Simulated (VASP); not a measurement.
Write the native input for VASP 6.6.1 that does the following.

* Task: single point
* Functional: PBE
* Potentials or basis: VASP PAW PBE potentials, release 64 (Rb_sv, Br)
* Cutoff: 520 eV
* k mesh: 4 × 4 × 4
* Occupations: gaussian, width 0.01 eV
* Spin: no spin polarisation
* Dipole correction: no
* Further INCAR settings: ALGO = Normal; EDIFF = 1e-07; NBANDS = 15

The structure of RbBr lies in POSCAR:

```
RbBr
1.0
    0.0000000000      3.4608318259      3.4608318259
    3.4608318259      0.0000000000      3.4608318259
    3.4608318259      3.4608318259      0.0000000000
Rb Br
1 1
Direct
    0.0000000000      0.0000000000      0.0000000000
    0.5000000000      0.5000000000      0.5000000000
```

One way to write it, as run:

INCAR

```
SYSTEM = RbBr
ALGO = Normal ; EDIFF = 1E-7
ENCUT = 520 ; GGA = PE
ISIF = 2 ; ISMEAR = 0
LASPH = .TRUE. ; LCHARG = .FALSE.
LREAL = .FALSE. ; LWAVE = .FALSE.
NBANDS = 15 ; NELM = 100
PREC = Accurate ; SIGMA = 0.01
```

KPOINTS

```
k-points
0
G
  4 4 4
  0 0 0
```

Potentials or basis: VASP PAW PBE potentials, release 64 (Rb_sv, Br).

The run is started by

```sh
$ cat potpaw_PBE.64/Rb_sv/POTCAR potpaw_PBE.64/Br/POTCAR > POTCAR
$ mpirun -np 1 vasp_std > vasp.out
```

Results of the run:

```json
{"Pressure": "0.6 GPa", "Band gap on the k mesh": "4.29 eV"}
```

Run time: 27 s on 1 thread of AMD EPYC 7R13, with other jobs on the host, peak memory 0.17 GiB.
